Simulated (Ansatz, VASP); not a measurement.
## Sn in VASP and in Ansatz

File INCAR:

```
SYSTEM = Sn
PREC = Accurate
ENCUT = 520
EDIFF = 1E-6
ISMEAR = -1
SIGMA = 0.03
LREAL = .False.
LASPH = .True.
NELM = 100
ALGO = Normal
ISIF = 2
LWAVE = .False.
LCHARG = .False.
GGA = PE
NBANDS = 21
```

Contents of KPOINTS:

```
regular mesh
0
Gamma
  9 9 9
  0 0 0
```

Contents of POSCAR:

```
Sn
1.0
    0.0000000000      3.2456000000      3.3429680000
    3.2456000000      0.0000000000      3.3429680000
    3.2456000000      3.2456000000      0.0000000000
Sn
2
Direct
    0.5000000000      0.5000000000      0.5000000000
    0.7500000000      0.7500000000      0.7500000000
```

Input for Ansatz:

```yaml
crystal:
  lattice:
    - [0.0, 3.2456, 3.342968]
    - [3.2456, 0.0, 3.342968]
    - [3.2456, 3.2456, 0.0]
  atoms:
    - { symbol: Sn, position: [0.5, 0.5, 0.5] }
    - { symbol: Sn, position: [0.75, 0.75, 0.75] }
kpoints:
  mp_grid: { grid: [9, 9, 9] }
  band_path:
    path:
      - [0.0, 0.0, 0.0]
      - [0.0, 0.5, 0.5]
      - [0.25, 0.75, 0.5]
      - [0.0, 0.5, 0.0]
      - [0.0, 0.0, 0.0]
      - [0.5, 0.5, 0.0]
      - [0.3678244886, 0.6321755114, 0.0]
      - [-0.3678244886, 0.3678244886, 0.0]
      - [0.0, 0.0, 0.0]
    npoints: 5
scf:
  occupations: { method: fermi_dirac, width: 0.03 }
hamiltonian:
  xc: pbe
  pseudopotentials: { kind: all_electron, lapw: { basis_error: 0.00025 } }
output:
  forces: true
  stress: true
  eigenvalues: true
```

Change from the starting cell: zz strain of +3 %.

Alike in both runs: task single point; functional PBE; k mesh 9 × 9 × 9; occupations fermi-dirac, width 0.03 eV; no spin polarisation.

|  | VASP | Ansatz |
| --- | --- | --- |
| version | VASP 6.6.1 | Ansatz 0.2.0 |
| potentials or method | VASP PAW PBE potentials, release 64 (Sn_d), cutoff 520 eV | all-electron LAPW, scalar-relativistic |

```tsv
	VASP	Ansatz	Ansatz less VASP
pressure (GPa)	1.8	1.8	+0.05
traceless stress, the component that is largest in VASP (GPa)	-0.57	-0.57	-0.001
```

Ansatz ran all-electron here, and VASP with PAW potentials.
